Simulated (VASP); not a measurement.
Input of a VASP 6.6.1 run:

INCAR

```
SYSTEM = Sb
ALGO = Normal ; DIPOL = 0.5 0.5 0.368
EDIFF = 1E-6 ; ENCUT = 400
GGA = PE ; GGA_COMPAT = .False.
IDIPOL = 3 ; ISIF = 2
ISMEAR = 0 ; IVDW = 12
LASPH = .True. ; LCHARG = .False.
LDIPOL = .True. ; LREAL = .False.
LWAVE = .False. ; NBANDS = 38
NELM = 120 ; NELMDL = -8
PREC = Accurate ; SIGMA = 0.05
```

KPOINTS

```
k-points
0
Gamma
  9 9 1
  0 0 0
```

POSCAR

```
Sb
1.0
    4.0686848921      0.0000000000      0.0000000000
   -2.0343424461      3.5235844766      0.0000000000
    0.0000000000      0.0000000000     20.8000277116
Sb
4
Direct
    0.3333333333      0.6666666667      0.2956998857
    0.6666666667      0.3333333333      0.2163458656
    0.6666666667      0.7777777778      0.5199077799
    0.3333333333      1.1111111111      0.4405544136
```

Potentials or basis: VASP PAW PBE potentials, release 64 (Sb_d_GW).

Launch:

```sh
$ cat potpaw_PBE.64/Sb_d_GW/POTCAR > POTCAR
$ mpirun -np 1 vasp_std > vasp.out
```

Question: Predict the dispersion energy per atom.

Answer: -0.323 eV.

Question: Estimate the largest force.

Answer: 0.089 eV/Å.

Forces in eV/Å, atoms in the order of the input:
```
Sb   0.026 -0.085  0.000
Sb   0.037 -0.025 -0.007
Sb  -0.003  0.045  0.007
Sb  -0.061  0.065  0.000
```

Caveat: the cell differs from its parent crystal (layers slid over each other, then relaxed in part).
